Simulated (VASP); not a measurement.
A run of VASP 6.6.1:

INCAR

```
SYSTEM = ZnSe
PREC = Accurate ; ENCUT = 520
EDIFF = 1E-7 ; ISMEAR = 0
SIGMA = 0.01 ; LREAL = .False.
LASPH = .True. ; NELM = 80
ALGO = Normal ; ISIF = 2
LWAVE = .False. ; LCHARG = .False.
GGA = PE ; NBANDS = 16
```

Contents of KPOINTS:

```
Automatic mesh
0
Gamma
  6 6 6
  0 0 0
```

File POSCAR:

```
ZnSe
1.0
    0.0000000000      2.8893788162      2.8893788162
    2.8893788162      0.0000000000      2.8893788162
    2.8893788162      2.8893788162      0.0000000000
Zn Se
1 1
Direct
    0.0000000000      0.0000000000      0.0000000000
    0.2500000000      0.2500000000      0.2500000000
```

Potentials or basis: VASP PAW PBE potentials, release 64 (Zn, Se).

Command:

```bash
$ cat potpaw_PBE.64/Zn/POTCAR potpaw_PBE.64/Se/POTCAR > POTCAR
$ mpirun -np 1 vasp_std > vasp.out
```

Hardware: 1 thread of Intel(R) Xeon(R) 6975P-C (Granite Rapids), with other jobs on the host.

Q: Estimate the wall time of this run.

A: Run time: 8.7 s on 1 thread of Intel(R) Xeon(R) 6975P-C (Granite Rapids), on a shared host, peak memory 0.16 GiB. Counts: scf iterations 14, k points 16.
